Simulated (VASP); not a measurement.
Write the native input for VASP 6.6.1 that does the following.

```
Task                   : single point
Functional             : revPBE
Dispersion             : D3(BJ)
Potentials or basis    : VASP PAW PBE potentials, release 64 (Cu)
Cutoff                 : 520 eV
k mesh                 : 13 × 13 × 13
Occupations            : gaussian, width 0.05 eV
Spin                   : no spin polarisation
Hubbard terms          : Cu d U = 1.0 eV
Dipole correction      : no
Further INCAR settings : ALGO = Fast; EDIFF = 1e-06; NBANDS = 12
```

The structure of Cu lies in POSCAR:

```
Cu
1.0
   -1.4331098516      1.4331098516      1.3668457257
    1.4331098516     -1.4331098516      1.3668457257
    1.4331098516      1.4331098516     -1.3668457257
Cu
1
Direct
    0.0000000000      0.0000000000      0.0000000000
```

These files were run (other wordings do the same):

INCAR

```
PREC = Accurate ; ENCUT = 520
EDIFF = 1E-6 ; ISMEAR = 0
SIGMA = 0.05 ; LREAL = False
LASPH = True ; NELM = 150
ALGO = Fast ; ISIF = 2
LWAVE = False ; LCHARG = False
LMAXMIX = 4 ; LDAU = True
LDAUTYPE = 2 ; LDAUL = 2
LDAUU = 1 ; LDAUJ = 0
LDAUPRINT = 1 ; GGA = RE
IVDW = 12 ; NBANDS = 12
```

KPOINTS

```
regular mesh
0
Gamma
  13 13 13
```

Potentials or basis: VASP PAW PBE potentials, release 64 (Cu).

Command:

```sh
$ cat potpaw_PBE.64/Cu/POTCAR > POTCAR
$ mpirun -np 1 vasp_std > vasp.out
```

Results of the run:

The pressure is -3.1 GPa, the band gap on the k mesh is zero (an odd number of electrons rules out a gap without spin polarisation) and the dispersion energy per atom is -1.186 eV.

Caveat: three body term missing; the cell stands under tension; the dispersion term is far too large for a dense solid, which distorts pressure and volume; the PAW data sets were made with another functional, which shifts forces and pressure a little; U without spin polarisation on a metal has little footing; the U is typed as a test and isn't derived for this compound.

Wall time 45 s on 1 thread of Intel Xeon 8259CL, with other jobs on the host, peak memory 0.14 GiB.
